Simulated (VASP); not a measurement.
Set up this calculation in VASP 6.6.1, as the native input.

* Task: single point
* Functional: PBE
* Potentials or basis: VASP PAW PBE potentials, release 64 (Ag, Nb_sv, Be, Cu)
* Cutoff: 400 eV
* k mesh: 1 × 1 × 1, shifted
* Occupations: fermi-dirac, width 0.0724 eV
* Spin: no spin polarisation
* Dipole correction: no
* Mended: yes
* Further INCAR settings: LREAL = Auto; ALGO = Normal; EDIFF = 1e-06; NBANDS = 100; ISYM = -1

The structure of BeNb2CuAg12 lies in POSCAR:

```
BeNb2CuAg12
1.0
    6.5133610000     -0.3026030000     -0.0497390000
   -0.3026030000      6.2459810000     -0.0287500000
   -0.0497390000     -0.0287500000      6.5065590000
Ag Nb Be Cu
12 2 1 1
Direct
    0.4940657109      0.4156470602      0.8151608534
    0.2652278623      0.1472902070      0.5964204370
    0.5309544265      0.9166993819      0.3148006880
    0.0095126969      0.3860568284      0.2918971896
    0.7901967360      0.1515746583      0.0296880989
   -0.0086257465      0.8769816351      0.7930019825
    0.7646788758      0.1795088738      0.5848658627
    0.0680699319      0.4542094730      0.8463155798
    0.7160282464      0.6433520573      0.0715975834
    0.7569370077      0.6256774452      0.5059835032
    0.4286349528      0.4328037917      0.3166621532
    0.5187068212      0.8910452299      0.7925334280
    0.0355234482      0.9046729322      0.2876676055
    0.2690797155      0.1151173749      0.0472559121
    0.2722119628      0.6985382132      0.0665478519
    0.2187535451      0.6496602831      0.5534019311
```

The input as run:

INCAR

```
SYSTEM = BeNb2CuAg12
PREC = Accurate
ENCUT = 400
EDIFF = 1E-6
ISMEAR = -1
SIGMA = 0.0724
LREAL = Auto
LASPH = .True.
NELM = 120
ALGO = Normal
ISIF = 2
LWAVE = .False.
LCHARG = .False.
GGA = PE
ISYM = -1
NBANDS = 100
GGA_COMPAT = .False.
```

KPOINTS

```
explicit points
1
Reciprocal
  0.25000000   0.25000000   0.25000000 1
```

Potentials or basis: VASP PAW PBE potentials, release 64 (Ag, Nb_sv, Be, Cu).

Run with:

```sh
$ cat potpaw_PBE.64/Ag/POTCAR potpaw_PBE.64/Nb_sv/POTCAR potpaw_PBE.64/Be/POTCAR potpaw_PBE.64/Cu/POTCAR > POTCAR
$ mpirun -np 1 vasp_std > vasp.out
```

It gave:

| Property | Result |
| --- | --- |
| Pressure | 7.6 GPa |
| Largest force | 1.302 eV/Å |
| Band gap on the k mesh | zero (an odd number of electrons rules out a gap without spin polarisation) |

Caveat: the atoms stand as in a frame of molecular dynamics.

Wall time 37 s on 1 thread of Intel(R) Xeon(R) 6975P-C (Granite Rapids) (shared host), peak memory 0.28 GiB.
